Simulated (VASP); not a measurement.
# Bi (P6_3/mmc) in VASP: further runs

Runs on Bi. Level: PBE. Tasks: single point.

Everything below comes from runs of VASP 6.6.1. Logs are shortened: lines on timing, memory, paths and dates and some standing lists are left out, and cuts for length are marked.

## Step 1: The cell of the first run

Symmetry: P6_3/mmc, No. 194, hexagonal system. The conventional cell has a = 3.508 Å, b = 3.508 Å, c = 5.888 Å, α = 90.00°, β = 90.00°, γ = 120.00°. Within 4.6 Å of Bi (site symmetry -6m2) lie 12 Bi at 3.51 to 3.57 Å.

## Step 2: Single point, PBE

Contents of INCAR:

```
PREC = Accurate ; ENCUT = 520
EDIFF = 1E-7 ; ISMEAR = 0
SIGMA = 0.1 ; LREAL = F
LASPH = T ; NELM = 80
ALGO = Normal ; ISIF = 2
LWAVE = F ; LCHARG = T
GGA = PE ; LELF = T
LVHAR = T ; NBANDS = 22
```

Contents of KPOINTS:

```
regular mesh
0
Gamma
  6 6 4
```

Contents of POSCAR:

```
Bi
1.0
    3.5077651426      0.0000000000      0.0000000000
   -1.7538825713      3.0378137240      0.0000000000
    0.0000000000      0.0000000000      5.8884880406
Bi
2
Direct
    0.3333333333      0.6666666667      0.2500000000
    0.6666666667      0.3333333333      0.7500000000
```

Potentials or basis: VASP PAW PBE potentials, release 64 (Bi_d).

Started as:

```bash
> cat potpaw_PBE.64/Bi_d/POTCAR > POTCAR
> mpirun -np 1 vasp_std > vasp.out
```

OUTCAR:

```text
PREC = Accurate
   ENCUT = 520
   EDIFF = 1E-7
   ISMEAR = 0
   LREAL = F
   LASPH = T
   NELM = 80
   ISIF = 2
   GGA = PE

 ion  position               nearest neighbor table
   1  0.333  0.667  0.250-   2 3.57   2 3.57   2 3.57   2 3.57   2 3.57   2 3.57
   2  0.667  0.333  0.750-   1 3.57   1 3.57   1 3.57   1 3.57   1 3.57   1 3.57

  LATTYP: Found a hexagonal cell.
 ALAT       =     3.5077651426
 C/A-ratio  =     1.6787007685

  Lattice vectors:

 A1 = (   3.5077651426,   0.0000000000,   0.0000000000)
 A2 = (  -1.7538825713,   3.0378137240,   0.0000000000)
 A3 = (   0.0000000000,   0.0000000000,   5.8884880406)

Analysis of symmetry for initial positions (statically):
=====================================================================
 Subroutine PRICEL returns:
 Original cell was already a primitive cell.

 Routine SETGRP: Setting up the symmetry group for a
 hexagonal supercell.

 Subroutine GETGRP returns: Found 24 space group operations
 (whereof 12 operations were pure point group operations)
 out of a pool of 24 trial point group operations.

The static configuration has the point symmetry D_3d.
 The point group associated with its full space group is D_6h.

Analysis of symmetry for dynamics (positions and initial velocities):
=====================================================================
 Subroutine PRICEL returns:
 Original cell was already a primitive cell.

 Routine SETGRP: Setting up the symmetry group for a
 hexagonal supercell.

 Subroutine GETGRP returns: Found 24 space group operations
 (whereof 12 operations were pure point group operations)
 out of a pool of 24 trial point group operations.

The dynamic configuration has the point symmetry D_3d.
 The point group associated with its full space group is D_6h.

 Subroutine INISYM returns: Found 24 space group operations
 (whereof 12 operations are pure point group operations),
 and found     1 'primitive' translations

----------------------------------------------------------------------------------------

                                     Primitive cell

  volume of cell :      62.7474

  direct lattice vectors                    reciprocal lattice vectors
     3.507765143  0.000000000  0.000000000     0.285081800  0.164592054  0.000000000
[... 76 lines left out ...]
   ISPIN  =      1    spin polarized calculation?
   LNONCOLLINEAR =      F non collinear calculations
   LSORBIT =      F    spin-orbit coupling
   LASPH  =      T    aspherical Exc in radial PAW
   ENCUT  =  520.0 eV  38.22 Ry    6.18 a.u.   6.52  6.52 10.95*2*pi/ulx,y,z
   NELM   =     80;   NELMIN=  2; NELMDL= -5     # of ELM steps
   EDIFF  = 0.1E-06   stopping-criterion for ELM
   LREAL  =      F    real-space projection
   EDIFFG = 0.1E-05   stopping-criterion for IOM
   NSW    =      0    number of steps for IOM
   IBRION =     -1    ionic relax: 0-MD 1-quasi-New 2-CG
   NFREE  =      0    steps in history (QN), initial steepest desc. (CG)
   ISIF   =      2    stress and relaxation
   ISYM   =      2    0-nonsym 1-usesym 2-fastsym
   POTIM  = 0.5000    time-step for ionic-motion
   TEBEG  =    0.0;   TEEND  =   0.0 temperature during run
   PSTRESS=    0.0 pullay stress
   NELECT =      30.0000    total number of electrons
   NUPDOWN=      -1.0000    fix difference up-down
   EMIN   =  10.00;   EMAX   =-10.00  energy-range for DOS
   EFERMI =   0.00;   METHOD = LEGACY
   ISMEAR =     0;   SIGMA  =   0.10  broadening in eV -4-tet -1-fermi 0-gaus
   EFERMI_NEDOS =   21; number of points for ismear=-14 and -15
   IALGO  =     38    algorithm
   IMIX   =      4    mixing-type and parameters
     AMIX     =   0.40;   BMIX     =  1.00
     AMIX_MAG =   1.60;   BMIX_MAG =  1.00
  volume/ion in A,a.u.               =      31.37       211.72
  Fermi-wavevector in a.u.,A,eV,Ry     =   1.280118  2.419073 22.295905  1.638703
  Thomas-Fermi vector in A             =   2.412565
   LORBIT       =      0    0 simple, 1 ext, 2 COOP (PROOUT), +10 PAW based schemes
   GGA     = PE    functional components
   LHFCALC =     F    Hartree Fock is set to
   AEXX    =    0.0000 exact exchange contribution
   IVDW    =     0    specifies the selected vdW correction
   LEPSILON=     F    determine dielectric tensor
   LRPA    =     F    only Hartree local field effects (RPA)
 non-spin polarized calculation
 Gauss-broadening in eV      SIGMA  =   0.10
  energy-cutoff  :      520.00
  volume of cell :       62.75
 maximum number of plane-waves:      1720
 NGX is ok and might be reduce to    28
   NGX = 13   NGY = 13   NGZ = 21

 number of electron      29.9999997 magnetization

 Free energy of the ion-electron system (eV)
  ---------------------------------------------------
  ext. energy  EPLUGINS =         0.00000000
  ---------------------------------------------------
  free energy    TOTEN  =        -7.60721502 eV

  energy without entropy =       -7.60308200  energy(sigma->0) =       -7.60514851

 E-fermi :   8.1685     XC(G=0): -10.2576

 val. band max:        8.1261159670   @ k =   0.5000   0.0000   0.0000
 cond. band min:       8.2376566815   @ k =   0.1667   0.0000   0.0000
 fundamental gap:      0.1115407146
 Fermi energy:         8.1684759600

 k-point     1 :       0.0000    0.0000    0.0000
  band No.  band energies     occupation
      1     -15.2067      2.00000
      2     -15.2048      2.00000
      3     -15.2048      2.00000
      4     -15.1973      2.00000
      5     -15.1973      2.00000
      6     -15.1930      2.00000
[... 514 lines left out ...]
     21      15.4125      0.00000
     22      15.4125      0.00000

------------------------ aborting loop because EDIFF is reached ----------------------------------------

  FORCE on cell =-STRESS in cart. coord.  units (eV):
  Direction    XX          YY          ZZ          XY          YZ          ZX
  --------------------------------------------------------------------------------------
  -------------------------------------------------------------------------------------
  Total       -0.0459736     -0.0459736     -0.0840394      0.0000000      0.0000000      0.0000000
  in kB       -1.1738790     -1.1738790     -2.1458448      0.0000000      0.0000000      0.0000000
  external PRESSURE =      -1.4978676 kB  Pullay stress =       0.0000000 kB

 VOLUME and BASIS-vectors are now :
 -----------------------------------------------------------------------------
  energy-cutoff  :      520.00
  volume of cell :       62.75
      direct lattice vectors                 reciprocal lattice vectors
     3.507765143  0.000000000  0.000000000     0.285081800  0.164592054  0.000000000
    -1.753882571  3.037813724  0.000000000     0.000000000  0.329184108  0.000000000
     0.000000000  0.000000000  5.888488041     0.000000000  0.000000000  0.169822880

 POSITION                                       TOTAL-FORCE (eV/Angst)
 -----------------------------------------------------------------------------------
     -0.00000      2.02521      1.47212        -0.000000      0.000000      0.000000
      1.75388      1.01260      4.41637         0.000000     -0.000000      0.000000
 -----------------------------------------------------------------------------------
    total drift:                               -0.000000      0.000000      0.000000

  FREE ENERGIE OF THE ION-ELECTRON SYSTEM (eV)
  ---------------------------------------------------
  free  energy   TOTEN  =        -7.6072150220 eV

  energy  without entropy=       -7.6030820011  energy(sigma->0) =       -7.60514851
```

Wall time 11 s (1 thread of Intel Xeon 6975P-C (Granite Rapids), shared host); peak memory 0.18 GiB.

What came out:

| Quantity | Value |
| --- | --- |
| Free energy | -7.6072 eV |
| Pressure | -0.1 GPa |
| Band gap on the k mesh | zero (band 15 reaches 12.16 eV, above the bottom of band 16 at 5.09 eV) |

Stress tensor (GPa, compression positive):
```
-0.12  0.00  0.00
 0.00 -0.12  0.00
 0.00  0.00 -0.21
```

Caveat: spin-orbit coupling is left out, which moves the levels of the heavy elements.

## Step 3: Single point, PBE

This run uses another cell than the first one, of 37.45 Å³/atom, 1.194 times its volume.

Contents of INCAR:

```
PREC     = Accurate       # precision mode
ENCUT    = 520            # plane-wave cutoff, eV
EDIFF    = 1E-6           # SCF threshold, eV
ISMEAR   = 0              # smearing method
SIGMA    = 0.1            # smearing width, eV
LREAL    = F              # projectors in reciprocal space
LASPH    = T              # aspherical terms in the spheres
NELM     = 80             # most SCF steps
ALGO     = Fast           # electronic algorithm
ISIF     = 2              # what is computed and relaxed
LWAVE    = F              # write WAVECAR
LCHARG   = F              # write CHGCAR
GGA      = PE             # functional
NBANDS   = 22             # bands
```

Contents of KPOINTS:

```
Automatic mesh
0
Gamma
  6 6 4
```

Contents of POSCAR:

```
Bi
1.0
    3.7629691289      0.0000000000      0.0000000000
   -1.8814845645      3.2588268592      0.0000000000
    0.0000000000      0.0000000000      6.1074981812
Bi
2
Direct
    0.3333333333      0.6666666667      0.2500000000
    0.6666666667      0.3333333333      0.7500000000
```

Potentials or basis: VASP PAW PBE potentials, release 64 (Bi_d).

Started as:

```bash
> cat potpaw_PBE.64/Bi_d/POTCAR > POTCAR
> mpirun -np 1 vasp_std > vasp.out
```

It took 14 s on 1 thread of Intel Xeon 6975P-C (Granite Rapids), shared host; peak memory 0.19 GiB.

Results (log left out):

* Free energy: -7.3121 eV
* Pressure: -6.4 GPa
* Band gap on the k mesh: zero (band 15 reaches 8.99 eV, above the bottom of band 16 at 3.67 eV)

Stress tensor (GPa, compression positive):
```
-6.98  0.00  0.00
 0.00 -6.98  0.00
 0.00  0.00 -5.35
```

Levels at points of the mesh, in eV from the Fermi level:
```
           k point  band 11  band 12  band 13  band 14  band 15  band 16  band 17  band 18  band 19  band 20
(0.00, 0.00, 0.00)   -12.59   -10.57    -4.35     2.45     2.45     3.64     3.64     3.81     6.00     6.64
(0.50, 0.00, 0.00)   -10.65    -9.92    -3.78    -2.55    -1.64     0.19     0.24     2.52     4.56     6.50
(0.00, 0.00, 0.50)   -11.79   -11.79    -1.15    -1.15     3.02     3.02     3.02     3.02     6.89     6.89
(0.50, 0.00, 0.50)   -10.26   -10.26    -4.01    -4.01     1.08     1.08     1.13     1.13     5.21     5.21
```

Caveat: spin-orbit coupling is left out, which moves the levels of the heavy elements.
